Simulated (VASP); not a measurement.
# Ta (I4/mmm) in VASP: single point with r2SCAN

Aim: the single point of Ta with r2SCAN.

Everything below comes from runs of VASP 6.6.1. Logs are shortened: lines on timing, memory, paths and dates and some standing lists are left out, and cuts for length are marked.

### Step 1. The cell of the first run

It takes space group I4/mmm (No. 139, tetragonal). Conventional cell: a = 3.137 Å, b = 3.137 Å, c = 3.385 Å, α = 90.00°, β = 90.00°, γ = 90.00°. Ta (site symmetry 4/mmm) has 14 Ta at 2.79 to 3.39 Å within 3.7 Å.

### Step 2. Single point, r2SCAN (strain -0.050 along x and y, +0.025 along z)

POSCAR

```
Ta
1.0
   -1.5687160000      1.5687160000      1.6925620000
    1.5687160000     -1.5687160000      1.6925620000
    1.5687160000      1.5687160000     -1.6925620000
Ta
1
Direct
    0.0000000000      0.0000000000      0.0000000000
```

INCAR.step1

```
PREC = Accurate
ENCUT = 520
ISMEAR = 0
SIGMA = 0.15
LREAL = F
LASPH = T
NELM = 100
NBANDS = 12
GGA = PE
ALGO = Normal
EDIFF = 1E-4
LWAVE = T
LCHARG = F
```

INCAR.step2

```
PREC = Accurate
ENCUT = 520
EDIFF = 1E-7
ISMEAR = 0
SIGMA = 0.15
LREAL = F
LASPH = T
NELM = 100
ALGO = Normal
ISIF = 2
LWAVE = F
LCHARG = F
METAGGA = R2SCAN
LMIXTAU = T
NBANDS = 12
ISTART = 1
```

KPOINTS

```
Automatic mesh
0
Gamma
  20 20 20
```

Potentials or basis: VASP PAW PBE potentials, release 64 (Ta_pv).

On the command line:

```bash
$ cat potpaw_PBE.64/Ta_pv/POTCAR > POTCAR
$ cp INCAR.step1 INCAR
$ mpirun -np 1 vasp_std > vasp.out
$ cp INCAR.step2 INCAR
$ mpirun -np 1 vasp_std > vasp.out
```

OUTCAR:

```text
PREC = Accurate
   ENCUT = 520
   EDIFF = 1E-7
   ISMEAR = 0
   LREAL = F
   LASPH = T
   NELM = 100
   ISIF = 2
   METAGGA = R2SCAN
   ISTART = 1

 ion  position               nearest neighbor table
   1  0.000  0.000  0.000-

  LATTYP: Found a body centered tetragonal cell.
 ALAT       =     3.1374320000
 C/A-ratio  =     1.0789473684

  Lattice vectors:

 A1 = (  -1.5687160000,   1.5687160000,   1.6925620000)
 A2 = (   1.5687160000,  -1.5687160000,   1.6925620000)
 A3 = (   1.5687160000,   1.5687160000,  -1.6925620000)

Analysis of symmetry for initial positions (statically):
=====================================================================
 Subroutine PRICEL returns:
 Original cell was already a primitive cell.

 Routine SETGRP: Setting up the symmetry group for a
 body centered tetragonal supercell.

 Subroutine GETGRP returns: Found 16 space group operations
 (whereof 16 operations were pure point group operations)
 out of a pool of 16 trial point group operations.

The static configuration has the point symmetry D_4h.

Analysis of symmetry for dynamics (positions and initial velocities):
=====================================================================
 Subroutine PRICEL returns:
 Original cell was already a primitive cell.

 Routine SETGRP: Setting up the symmetry group for a
 body centered tetragonal supercell.

 Subroutine GETGRP returns: Found 16 space group operations
 (whereof 16 operations were pure point group operations)
 out of a pool of 16 trial point group operations.

The dynamic configuration has the point symmetry D_4h.

 Subroutine INISYM returns: Found 16 space group operations
 (whereof 16 operations are pure point group operations),
 and found     1 'primitive' translations

----------------------------------------------------------------------------------------

                                     Primitive cell

  volume of cell :      16.6607

  direct lattice vectors                    reciprocal lattice vectors
    -1.568716000  1.568716000  1.692562000     0.000000000  0.318732008  0.295410153
     1.568716000 -1.568716000  1.692562000     0.318732008  0.000000000  0.295410153
     1.568716000  1.568716000 -1.692562000     0.318732008  0.318732008  0.000000000

  length of vectors
     2.790431132  2.790431132  2.790431132     0.434577095  0.434577095  0.450755128

  position of ions in fractional coordinates (direct lattice)
[... 83 lines left out ...]
   ISIF   =      2    stress and relaxation
   ISYM   =      2    0-nonsym 1-usesym 2-fastsym
   POTIM  = 0.5000    time-step for ionic-motion
   TEBEG  =    0.0;   TEEND  =   0.0 temperature during run
   PSTRESS=    0.0 pullay stress
   NELECT =      11.0000    total number of electrons
   NUPDOWN=      -1.0000    fix difference up-down
   EMIN   =  10.00;   EMAX   =-10.00  energy-range for DOS
   EFERMI =   0.00;   METHOD = LEGACY
   ISMEAR =     0;   SIGMA  =   0.15  broadening in eV -4-tet -1-fermi 0-gaus
   EFERMI_NEDOS =   21; number of points for ismear=-14 and -15
   IALGO  =     38    algorithm
   IMIX   =      4    mixing-type and parameters
     AMIX     =   0.40;   BMIX     =  1.00
     AMIX_MAG =   1.60;   BMIX_MAG =  1.00
  volume/ion in A,a.u.               =      16.66       112.43
  Fermi-wavevector in a.u.,A,eV,Ry     =   1.425524  2.693850 27.648668  2.032120
  Thomas-Fermi vector in A             =   2.545899
   LORBIT       =      0    0 simple, 1 ext, 2 COOP (PROOUT), +10 PAW based schemes
   METAGGA = R2SCAN    functional components
   LHFCALC =     F    Hartree Fock is set to
   AEXX    =    0.0000 exact exchange contribution
   IVDW    =     0    specifies the selected vdW correction
   LEPSILON=     F    determine dielectric tensor
   LRPA    =     F    only Hartree local field effects (RPA)
 non-spin polarized calculation
 Gauss-broadening in eV      SIGMA  =   0.15
  energy-cutoff  :      520.00
  volume of cell :       16.66
 maximum number of plane-waves:       460
 NGX is ok and might be reduce to    24
   NGX = 11   NGY = 11   NGZ = 11

 number of electron      11.0000000 magnetization

 Free energy of the ion-electron system (eV)
  ---------------------------------------------------
  ext. energy  EPLUGINS =         0.00000000
  ---------------------------------------------------
  free energy    TOTEN  =       -48.47424335 eV

  energy without entropy =      -48.46131036  energy(sigma->0) =      -48.46777686

 E-fermi :   5.9980     XC(G=0): -14.2295

 val. band max:        5.9898365041   @ k =  -0.0500   0.3500   0.0500
 cond. band min:       5.9991067447   @ k =  -0.1000   0.4000   0.0500
 fundamental gap:      0.0092702406
 Fermi energy:         5.9980007159

 k-point     1 :       0.0000    0.0000    0.0000
  band No.  band energies     occupation
      1     -27.9225      2.00000
      2     -27.9141      2.00000
      3     -27.9141      2.00000
      4      -2.6449      2.00000
      5       6.5120      0.00000
      6       6.5120      0.00000
      7       7.5939      0.00000
      8       9.7756      0.00000
      9      11.2448      0.00000
     10      18.4587      0.00000
     11      21.1967      0.00000
     12      22.7181      0.00000
[... 331 lines left out ...]
 k-point    24 :      -0.3500    0.0500    0.0000
  band No.  band energies     occupation
      1     -29.1158      2.00000
      2     -28.2570      2.00000
      3     -27.9422      2.00000
      4       0.8171      2.00000
      5       5.1112      2.00000
      6       5.7739      1.96535
      7       9.5488      0.00000
      8      11.3595      0.00000
      9      11.7478      0.00000
     10      18.4583      0.00000
     11      20.9437      0.00000
     12      22.4063      0.00000

 [... further k-points ...]

------------------------ aborting loop because EDIFF is reached ----------------------------------------

  FORCE on cell =-STRESS in cart. coord.  units (eV):
  Direction    XX          YY          ZZ          XY          YZ          ZX
  --------------------------------------------------------------------------------------
  -------------------------------------------------------------------------------------
  Total        2.4669152      2.4669152      1.4086964      0.0000000     -0.0000000      0.0000000
  in kB      237.2310737    237.2310737    135.4673908      0.0000000     -0.0000000      0.0000000
  external PRESSURE =     203.3098461 kB  Pullay stress =       0.0000000 kB

 VOLUME and BASIS-vectors are now :
 -----------------------------------------------------------------------------
  energy-cutoff  :      520.00
  volume of cell :       16.66
      direct lattice vectors                 reciprocal lattice vectors
    -1.568716000  1.568716000  1.692562000     0.000000000  0.318732008  0.295410153
     1.568716000 -1.568716000  1.692562000     0.318732008  0.000000000  0.295410153
     1.568716000  1.568716000 -1.692562000     0.318732008  0.318732008  0.000000000

 POSITION                                       TOTAL-FORCE (eV/Angst)
 -----------------------------------------------------------------------------------
      0.00000      0.00000      0.00000         0.000000      0.000000      0.000000
 -----------------------------------------------------------------------------------
    total drift:                                0.000000      0.000000      0.000000

  FREE ENERGIE OF THE ION-ELECTRON SYSTEM (eV)
  ---------------------------------------------------
  free  energy   TOTEN  =       -48.4742433539 eV

  energy  without entropy=      -48.4613103581  energy(sigma->0) =      -48.46777686
```

OSZICAR.step1:

```text
N       E                     dE             d eps       ncg     rms          rms(c)
DAV:   1     0.613782775976E+02    0.61378E+02   -0.61971E+03 15440   0.893E+02
DAV:   2    -0.111121556297E+02   -0.72490E+02   -0.70655E+02 17096   0.247E+02
DAV:   3    -0.120893282631E+02   -0.97717E+00   -0.96792E+00 18288   0.272E+01
DAV:   4    -0.120916012449E+02   -0.22730E-02   -0.22728E-02 16832   0.147E+00
DAV:   5    -0.120916076779E+02   -0.64331E-05   -0.64329E-05 16940   0.745E-02    0.155E+01
DAV:   6    -0.117876237353E+02    0.30398E+00   -0.23523E-01 18004   0.528E+00    0.786E+00
DAV:   7    -0.116883428138E+02    0.99281E-01   -0.22672E-01 17948   0.489E+00    0.406E-01
DAV:   8    -0.116872629571E+02    0.10799E-02   -0.58785E-03 16240   0.709E-01    0.121E-01
DAV:   9    -0.116872328475E+02    0.30110E-04   -0.96957E-05 12404   0.114E-01
   1 F= -.11687233E+02 E0= -.11680217E+02  d E =-.140315E-01
```

Run time: 3.1 min. Hardware: 1 thread of Intel Xeon 6975P-C (Granite Rapids), shared host; peak memory 0.24 GiB.

What came out:

```yaml
Free_energy: -48.4742 eV
Pressure: 20.3 GPa
Band_gap_on_the_k_mesh: zero (an odd number of electrons rules out a gap without spin polarisation)
```

Stress tensor (GPa, compression positive):
```
23.72  0.00  0.00
 0.00 23.72  0.00
 0.00  0.00 13.55
```

Levels at points of the mesh, in eV from the Fermi level:
| k point | band 2 | band 3 | band 4 | band 5 | band 6 | band 7 | band 8 | band 9 |
| --- | --- | --- | --- | --- | --- | --- | --- | --- |
| (0.00, 0.00, 0.00) | -33.91 | -33.91 | -8.64 | 0.51 | 0.51 | 1.60 | 3.78 | 5.25 |
| (0.50, 0.00, 0.00) | -34.37 | -33.92 | -4.96 | -1.43 | 1.68 | 3.69 | 5.81 | 8.70 |
| (0.50, 0.50, 0.00) | -34.48 | -34.00 | -4.95 | -2.55 | 2.31 | 5.50 | 6.17 | 9.00 |
| (0.50, 0.50, 0.50) | -34.91 | -34.91 | -4.61 | -4.35 | 7.57 | 7.88 | 7.88 | 8.40 |

Caveat: the cell differs from its parent crystal (strain -0.050 along x and y, +0.025 along z); the stress differs along the axes, from 14 to 24 GPa; the PAW data sets were made with another functional, which shifts forces and pressure a little; spin-orbit coupling is left out, which moves the levels of the heavy elements.
